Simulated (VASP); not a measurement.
Set up this calculation in VASP 6.6.1, as the native input.

- Task: relaxation of cell and atoms
- Functional: LDA
- Potentials or basis: VASP PAW LDA potentials, release 64 (C)
- Cutoff: 600 eV
- k mesh: 9 × 9 × 9
- Occupations: fermi-dirac, width 0.1 eV
- Spin: no spin polarisation
- Target pressure: 30 GPa
- Dipole correction: no
- Further INCAR settings: ALGO = Normal; EDIFF = 1e-07; IBRION = 2; EDIFFG = -0.02; NSW = 80; ISIF = 3

The structure of C lies in POSCAR:

```
C
1.0
    1.9500000000      0.0000000000      0.0000000000
    0.0000000000      1.9500000000      0.0000000000
    0.0000000000      0.0000000000      1.9500000000
C
1
Direct
    0.0000000000      0.0000000000      0.0000000000
```

These files were run (other wordings do the same):

INCAR

```
PREC = Accurate
ENCUT = 600
EDIFF = 1E-7
ISMEAR = -1
SIGMA = 0.1
LREAL = False
LASPH = True
NELM = 60
ALGO = Normal
ISIF = 3
LWAVE = False
LCHARG = False
IBRION = 2
NSW = 80
EDIFFG = -0.02
PSTRESS = 300.0
```

KPOINTS

```
Automatic mesh
0
Gamma
  9 9 9
```

Potentials or basis: VASP PAW LDA potentials, release 64 (C).

The run is started by

```bash
$ cat potpaw_LDA.64/C/POTCAR > POTCAR
$ mpirun -np 1 vasp_std > vasp.out
```

It gave:

| Item | Value |
| --- | --- |
| Relaxed volume | 5.06 Å³/atom |
| Relaxed cell | a = 1.716 Å, b = 1.716 Å, c = 1.716 Å, α = 90.00°, β = 90.00°, γ = 90.00° |
| Space group after relaxing (to 0.05 Å) | Pm-3m (No. 221) |
| Energy change on relaxing (the enthalpy is what falls) | -490.3 meV/atom |
| Ionic steps | 7 |
| Pressure after relaxing | 30.0 GPa |
| Band gap on the k mesh | zero (band 2 reaches 22.54 eV, above the bottom of band 3 at 11.40 eV) |

Caveat: the cell is relaxed towards a set pressure, so the enthalpy falls and the energy may rise; the volume moved by over 15 % at a fixed basis, so the end points are rough.

Run time: 1.7 s on 1 thread of Intel(R) Xeon(R) 6975P-C (Granite Rapids), with other jobs on the host, peak memory 0.1 GiB.
